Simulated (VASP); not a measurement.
**K4Cl3: single point with PBE**

The system is K4Cl3.

```
CELL_PARAMETERS angstrom
5.16553 0.00000 0.00000
0.00000 5.16553 0.00000
0.00000 0.00000 9.82520
ATOMIC_POSITIONS crystal
K 0.00000 0.50000 0.80022
K 0.50000 0.00000 0.80022
K 0.00000 0.50000 0.19978
K 0.50000 0.00000 0.19978
Cl 0.50000 0.00000 0.00000
Cl 0.00000 0.50000 0.00000
Cl 0.50000 0.50000 0.00000
```

The cell was generated, and may not be a known phase.

```yaml
Program: VASP 6.6.1
Task: single point
Functional: PBE
Potentials_or_basis: VASP PAW PBE potentials, release 64 (K_sv, Cl)
Cutoff: 520 eV
k_mesh: 4 × 4 × 2
Occupations: gaussian, width 0.1 eV
Spin: no spin polarisation
```

```json
{
 "Pressure": "30.2 GPa",
 "Largest force": "14.456 eV/Å",
 "Band gap on the k mesh": "zero (an odd number of electrons rules out a gap without spin polarisation)"
}
```

Forces in eV/Å, atoms in the order of the input:
```
K     0.000   0.000 -14.456
K     0.000   0.000 -14.456
K     0.000   0.000  14.456
K     0.000   0.000  14.456
Cl    0.000   0.000   0.000
Cl    0.000   0.000   0.000
Cl    0.000   0.000   0.000
```

Stress tensor (GPa, compression positive):
```
11.08  0.00  0.00
 0.00 11.08  0.00
 0.00  0.00 68.45
```

Levels at points of the mesh, in eV from the Fermi level:
```tsv
k point	band 25	band 26	band 27	band 28	band 29	band 30	band 31	band 32
(0.00, 0.00, 0.00)	-2.16	-2.12	-1.12	-0.03	-0.03	0.27	0.51	2.07
(0.50, 0.00, 0.00)	-3.41	-2.28	-2.12	-0.10	0.20	0.43	1.23	1.99
(0.50, 0.50, 0.00)	-3.85	-3.85	-2.26	-2.26	1.23	1.51	1.86	1.86
(0.00, 0.00, 0.50)	-2.29	-2.14	-0.59	-0.50	-0.02	-0.02	1.53	1.56
(0.50, 0.00, 0.50)	-3.41	-2.34	-2.17	-0.09	0.43	0.67	0.95	1.52
(0.50, 0.50, 0.50)	-3.85	-3.85	-2.30	-2.30	1.25	1.42	1.99	1.99
```

Run time: 97 s on 1 thread of AMD EPYC 9R45 96-Core Processor (Zen 5), with other jobs on the host, peak memory 0.35 GiB.

Caveat: the stress differs along the axes, from 11 to 68 GPa; an odd number of electrons without spin polarisation forces a metal; a magnetic or distorted state may lie lower.
